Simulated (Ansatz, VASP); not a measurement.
# BP: VASP beside Ansatz

INCAR

```
SYSTEM = BP
PREC = Accurate
ENCUT = 520
EDIFF = 1E-7
ISMEAR = 0
SIGMA = 0.01
LREAL = .False.
LASPH = .True.
NELM = 80
ALGO = Normal
ISIF = 2
LWAVE = .False.
LCHARG = .False.
NBANDS = 11
```

File KPOINTS:

```
regular mesh
0
Gamma
  8 8 8
  0 0 0
```

POSCAR

```
BP
1.0
    2.2176630265      2.2176630265      0.0000000000
   -2.2176630265      2.2176630265      0.0000000000
    0.0000000000      2.2176630265      2.2176630265
B P
1 1
Direct
    0.0000000000      0.0000000000      0.0000000000
    0.7500000000      0.2500000000      0.5000000000
```

Input for Ansatz:

```yaml
crystal:
  lattice:
    - [2.2176630265, 2.2176630265, 0.0]
    - [-2.2176630265, 2.2176630265, 0.0]
    - [0.0, 2.2176630265, 2.2176630265]
  atoms:
    - { symbol: B, position: [0.0, 0.0, 0.0] }
    - { symbol: P, position: [0.75, 0.25, 0.5] }
kpoints:
  mp_grid: { grid: [8, 8, 8] }
scf:
  occupations: { method: fixed }
  convergence: { dr2_threshold: 1.0e-10 }
hamiltonian:
  xc: lda
  pseudopotentials: { kind: all_electron, lapw: { basis_error: 0.0005 } }
output:
  forces: true
  stress: true
  eigenstates:
    kpoints:
      - [0.0, 0.0, 0.0]
      - [0.416034886, -0.416034886, 0.0]
      - [0.416034886, 0.416034886, 0.416034886]
      - [0.0, 0.0, 0.416034886]
      - [-0.5, -0.5, -0.5]
      - [-0.5, 0.5, 0.0]
      - [0.0, 0.0, -0.5]
      - [0.0, -0.5, -0.5]
      - [0.0, 0.5, 0.0]
      - [-0.5, 0.0, 0.0]
      - [-0.5, 0.0, -0.5]
  eigenvalues: true
```

Alike in both runs: task single point; functional LDA; k mesh 8 × 8 × 8; no spin polarisation.

|  | VASP | Ansatz |
| --- | --- | --- |
| version | VASP 6.6.1 | Ansatz 0.2.0 |
| potentials or method | VASP PAW LDA potentials, release 64 (B, P), cutoff 520 eV | all-electron LAPW, scalar-relativistic |
| occupations | gaussian, width 0.01 eV | fixed |

Ansatz gave:

```
gap on the k mesh at the Fermi level (eV) : 1.15
pressure (GPa)                            : 7.0
```

Task: What did VASP give for the same quantities?

Result: gap on the k mesh at the Fermi level (eV): 1.15; pressure (GPa): 6.9.

LDA's correlation is that of Perdew and Zunger in VASP and of Perdew and Wang (1992) in Ansatz. Ansatz ran all-electron here, and VASP with PAW potentials.
